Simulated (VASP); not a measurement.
# La3YO2 (R-3m) in VASP: a series of runs, part 3 of 3

VASP 6.6.1. The steps go on from the part before.

**4. Single point, PBE**

Contents of INCAR:

```
SYSTEM = La3YO2
PREC     = Accurate       ! precision mode
ENCUT    = 520            ! plane-wave cutoff, eV
EDIFF    = 1E-7           ! SCF threshold, eV
ISMEAR   = 0              ! smearing method
SIGMA    = 0.1            ! smearing width, eV
LREAL    = .False.        ! projectors in reciprocal space
LASPH    = .True.         ! aspherical terms in the spheres
NELM     = 80             ! most SCF steps
ALGO     = Normal         ! electronic algorithm
ISIF     = 2              ! what is computed and relaxed
LWAVE    = .False.        ! write WAVECAR
LCHARG   = .False.        ! write CHGCAR
GGA      = PE             ! functional
NBANDS   = 37             ! bands
```

Contents of KPOINTS:

```
regular mesh
0
Gamma
  6 6 6
  0 0 0
```

Contents of POSCAR:

```
La3YO2
1.0
    3.9105731033      2.2577704339      3.1050151999
   -3.9105731033      2.2577704339      3.1050151999
    0.0000000000     -4.5155408678      3.1050151999
La Y O
3 1 2
Direct
    0.0000000000      0.0000000000      0.5000000000
    0.5000000000      0.0000000000      0.0000000000
    0.0000000000      0.5000000000      0.0000000000
    0.5000000000      0.5000000000      0.5000000000
    0.7395974289      0.7395974289      0.7395974289
    0.2604025711      0.2604025711      0.2604025711
```

Potentials or basis: VASP PAW PBE potentials, release 64 (La, Y_sv, O).

Started as:

```
$ cat potpaw_PBE.64/La/POTCAR potpaw_PBE.64/Y_sv/POTCAR potpaw_PBE.64/O/POTCAR > POTCAR
$ mpirun -np 1 vasp_std > vasp.out
```

OUTCAR:

```text
SYSTEM = La3YO2
   PREC = Accurate
   ENCUT = 520
   EDIFF = 1E-7
   ISMEAR = 0
   LREAL = .False.
   LASPH = .True.
   NELM = 80
   ISIF = 2
   GGA = PE

 ion  position               nearest neighbor table
   1  0.000  0.000  0.500-   5 2.42   6 2.42   4 3.84   4 3.84   4 3.91   4 3.91
   2  0.500  0.000  0.000-   5 2.42   6 2.42   4 3.84   4 3.84   4 3.91   4 3.91
   3  0.000  0.500  0.000-   5 2.42   6 2.42   4 3.84   4 3.84   4 3.91   4 3.91
   4  0.500  0.500  0.500-   5 2.23   6 2.23   2 3.84   3 3.84   2 3.84   3 3.84   1 3.84   1 3.84
                             1 3.91   1 3.91   2 3.91   3 3.91   2 3.91   3 3.91
   5  0.740  0.740  0.740-   4 2.23   3 2.42   2 2.42   1 2.42
   6  0.260  0.260  0.260-   4 2.23   3 2.42   2 2.42   1 2.42

  LATTYP: Found a trigonal (rhomboedric) cell.
 ALAT       =     5.4800756126
 COS(alpha) =    -0.0184453083

  Lattice vectors:

 A1 = (   3.9105731033,   2.2577704339,   3.1050151999)
 A2 = (  -3.9105731033,   2.2577704339,   3.1050151999)
 A3 = (   0.0000000000,  -4.5155408678,   3.1050151999)

Analysis of symmetry for initial positions (statically):
=====================================================================
 Subroutine PRICEL returns:
 Original cell was already a primitive cell.

 Routine SETGRP: Setting up the symmetry group for a
 trigonal (rhombohedral) supercell.

 Subroutine GETGRP returns: Found 12 space group operations
 (whereof 12 operations were pure point group operations)
 out of a pool of 12 trial point group operations.

The static configuration has the point symmetry D_3d.

Analysis of symmetry for dynamics (positions and initial velocities):
=====================================================================
 Subroutine PRICEL returns:
 Original cell was already a primitive cell.

 Routine SETGRP: Setting up the symmetry group for a
 trigonal (rhombohedral) supercell.

 Subroutine GETGRP returns: Found 12 space group operations
 (whereof 12 operations were pure point group operations)
 out of a pool of 12 trial point group operations.

The dynamic configuration has the point symmetry D_3d.

 Subroutine INISYM returns: Found 12 space group operations
 (whereof 12 operations are pure point group operations),
 and found     1 'primitive' translations

----------------------------------------------------------------------------------------

                                     Primitive cell

  volume of cell :     164.4884

  direct lattice vectors                    reciprocal lattice vectors
     3.910573103  2.257770434  3.105015200     0.127858497  0.073819138  0.107353205
    -3.910573103  2.257770434  3.105015200    -0.127858497  0.073819138  0.107353205
     0.000000000 -4.515540868  3.105015200     0.000000000 -0.147638275  0.107353205

  length of vectors
     5.480075613  5.480075613  5.480075613     0.182542518  0.182542518  0.182542518

  position of ions in fractional coordinates (direct lattice)
     0.000000000  0.000000000  0.500000000
     0.500000000  0.000000000  0.000000000
     0.000000000  0.500000000  0.000000000
     0.500000000  0.500000000  0.500000000
     0.739597429  0.739597429  0.739597429
     0.260402571  0.260402571  0.260402571

[... 38 lines left out ...]
  0.166667  0.000000  0.000000      6.000000
  0.333333  0.000000  0.000000      6.000000
  0.500000  0.000000  0.000000      3.000000
  0.166667  0.166667  0.000000      6.000000
  0.333333  0.166667  0.000000     12.000000
[... 16 lines left out ...]
  0.500000  0.500000  0.166667      6.000000
 -0.333333  0.500000  0.166667     12.000000
 [... further k-points ...]
   k-points           NKPTS =     32   k-points in BZ     NKDIM =     32   number of bands    NBANDS=     37
   number of dos      NEDOS =    301   number of ions     NIONS =      6
   total plane-waves  NPLWV =  74088
   dimension x,y,z NGX =    42 NGY =   42 NGZ =   42
   dimension x,y,z NGXF=    84 NGYF=   84 NGZF=   84
   ions per type =               3   1   2
   NGX,Y,Z   is equivalent  to a cutoff of  12.74, 12.74, 12.74 a.u.
   NGXF,Y,Z  is equivalent  to a cutoff of  25.48, 25.48, 25.48 a.u.
 SYSTEM =  La3YO2
   PREC   = accura    normal or accurate (medium, high low for compatibility)
   ISTART =      0    job   : 0-new  1-cont  2-samecut
   ICHARG =      2    charge: 1-file 2-atom 10-const
   ISPIN  =      1    spin polarized calculation?
   LNONCOLLINEAR =      F non collinear calculations
   LSORBIT =      F    spin-orbit coupling
   LASPH  =      T    aspherical Exc in radial PAW
   ENCUT  =  520.0 eV  38.22 Ry    6.18 a.u.  10.19 10.19 10.19*2*pi/ulx,y,z
   NELM   =     80;   NELMIN=  2; NELMDL= -5     # of ELM steps
   EDIFF  = 0.1E-06   stopping-criterion for ELM
   LREAL  =      F    real-space projection
   EDIFFG = 0.1E-05   stopping-criterion for IOM
   NSW    =      0    number of steps for IOM
   IBRION =     -1    ionic relax: 0-MD 1-quasi-New 2-CG
   NFREE  =      0    steps in history (QN), initial steepest desc. (CG)
   ISIF   =      2    stress and relaxation
   ISYM   =      2    0-nonsym 1-usesym 2-fastsym
   POTIM  = 0.5000    time-step for ionic-motion
   TEBEG  =    0.0;   TEEND  =   0.0 temperature during run
   PSTRESS=    0.0 pullay stress
   NELECT =      56.0000    total number of electrons
   NUPDOWN=      -1.0000    fix difference up-down
   EMIN   =  10.00;   EMAX   =-10.00  energy-range for DOS
   EFERMI =   0.00;   METHOD = LEGACY
   ISMEAR =     0;   SIGMA  =   0.10  broadening in eV -4-tet -1-fermi 0-gaus
   EFERMI_NEDOS =   21; number of points for ismear=-14 and -15
   IALGO  =     38    algorithm
   IMIX   =      4    mixing-type and parameters
     AMIX     =   0.40;   BMIX     =  1.00
     AMIX_MAG =   1.60;   BMIX_MAG =  1.00
  volume/ion in A,a.u.               =      27.41       185.00
  Fermi-wavevector in a.u.,A,eV,Ry     =   1.143122  2.160187 17.779102  1.306727
  Thomas-Fermi vector in A             =   2.279818
   LORBIT       =      0    0 simple, 1 ext, 2 COOP (PROOUT), +10 PAW based schemes
   GGA     = PE    functional components
   LHFCALC =     F    Hartree Fock is set to
   AEXX    =    0.0000 exact exchange contribution
   IVDW    =     0    specifies the selected vdW correction
   LEPSILON=     F    determine dielectric tensor
   LRPA    =     F    only Hartree local field effects (RPA)
 non-spin polarized calculation
 Gauss-broadening in eV      SIGMA  =   0.10
  energy-cutoff  :      520.00
  volume of cell :      164.49
 maximum number of plane-waves:      4455
 NGX is ok and might be reduce to    42
   NGX = 21   NGY = 21   NGZ = 21

 number of electron      56.0000007 magnetization

 Free energy of the ion-electron system (eV)
  ---------------------------------------------------
  ext. energy  EPLUGINS =         0.00000000
  ---------------------------------------------------
  free energy    TOTEN  =       -42.04962341 eV

  energy without entropy =      -42.01799813  energy(sigma->0) =      -42.03381077

 E-fermi :   6.3567     XC(G=0):  -9.4388

 val. band max:        6.3565588739   @ k =   0.5000   0.1667   0.1667
 cond. band min:       6.3706837259   @ k =   0.5000   0.3333  -0.0000
 fundamental gap:      0.0141248520
 Fermi energy:         6.3566529661

 k-point     1 :       0.0000    0.0000    0.0000
  band No.  band energies     occupation
      1     -36.4242      2.00000
      2     -26.4357      2.00000
      3     -26.2768      2.00000
      4     -26.2768      2.00000
      5     -16.7752      2.00000
      6     -16.4744      2.00000
[... 949 lines left out ...]
     36       8.1179      0.00000
     37       8.1937      0.00000

 [... further k-points ...]

------------------------ aborting loop because EDIFF is reached ----------------------------------------

  FORCE on cell =-STRESS in cart. coord.  units (eV):
  Direction    XX          YY          ZZ          XY          YZ          ZX
  --------------------------------------------------------------------------------------
  -------------------------------------------------------------------------------------
  Total       -0.0780251     -0.0780251     -0.0224899     -0.0000000      0.0000000      0.0000000
  in kB       -0.7599933     -0.7599933     -0.2190597     -0.0000000      0.0000000      0.0000000
  external PRESSURE =      -0.5796821 kB  Pullay stress =       0.0000000 kB

 VOLUME and BASIS-vectors are now :
 -----------------------------------------------------------------------------
  energy-cutoff  :      520.00
  volume of cell :      164.49
      direct lattice vectors                 reciprocal lattice vectors
     3.910573103  2.257770434  3.105015200     0.127858497  0.073819138  0.107353205
    -3.910573103  2.257770434  3.105015200    -0.127858497  0.073819138  0.107353205
     0.000000000 -4.515540868  3.105015200     0.000000000 -0.147638275  0.107353205

 POSITION                                       TOTAL-FORCE (eV/Angst)
 -----------------------------------------------------------------------------------
      0.00000     -2.25777      1.55251        -0.000000      0.000000      0.000000
      1.95529      1.12889      1.55251        -0.000000      0.000000      0.000000
     -1.95529      1.12889      1.55251         0.000000      0.000000      0.000000
      0.00000      0.00000      4.65752         0.000000     -0.000000      0.000000
      0.00000      0.00000      6.88938         0.000000      0.000000      0.011149
      0.00000      0.00000      2.42566         0.000000      0.000000     -0.011149
 -----------------------------------------------------------------------------------
    total drift:                               -0.000000      0.000000     -0.000000

  FREE ENERGIE OF THE ION-ELECTRON SYSTEM (eV)
  ---------------------------------------------------
  free  energy   TOTEN  =       -42.0496234128 eV

  energy  without entropy=      -42.0179981325  energy(sigma->0) =      -42.03381077
```

Wall time 2.5 min (1 thread of Intel Xeon 6975P-C (Granite Rapids), shared host); peak memory 0.38 GiB.

What came out:

```yaml
Free_energy: -42.0496 eV
Pressure: -0.1 GPa
Largest_force: 0.011 eV/Å
Band_gap_on_the_k_mesh: zero (band 28 reaches 7.50 eV, above the bottom of band 29 at 5.70 eV)
```

Forces on the atoms (eV/Å):
```
La   0.000  0.000  0.000
La   0.000  0.000  0.000
La   0.000  0.000  0.000
Y    0.000  0.000  0.000
O    0.000  0.000  0.011
O    0.000  0.000 -0.011
```

Caveat: spin-orbit coupling is left out, which moves the levels of the heavy elements.

**5. The runs side by side**

| task | cell | k mesh | cutoff (eV) | smearing | gap on the mesh (eV) | pressure (GPa) | largest force (eV/Å) |
| --- | --- | --- | --- | --- | --- | --- | --- |
| single point | a = 5.481 Å, angles 90.6°, 6 atoms | 3 × 3 × 3 | 520 | gaussian 0.2 eV | none | 0.2 | 0.01 |
| relaxation of cell and atoms | relaxed from a = 5.185 Å, angles 78.8°, 6 atoms | 3 × 3 × 3 | 600 | gaussian 0.2 eV | none | 0.0 | 0.07 |
| single point | a = 5.480 Å, angles 91.1°, 6 atoms | 6 × 6 × 6 | 520 | gaussian 0.1 eV | none | -0.1 | 0.01 |

Alike in all rows: level PBE; potentials or basis VASP PAW PBE potentials, release 64 (La, Y_sv, O); no spin polarisation.

Caveats: some runs use coarse meshes; spin-orbit coupling is left out, which moves the levels of the heavy elements; the relaxation stopped at a loose force limit of 0.08 eV/Å, so its end isn't a converged minimum (some runs).

Absolute energies hang on the potentials; compare differences alone.
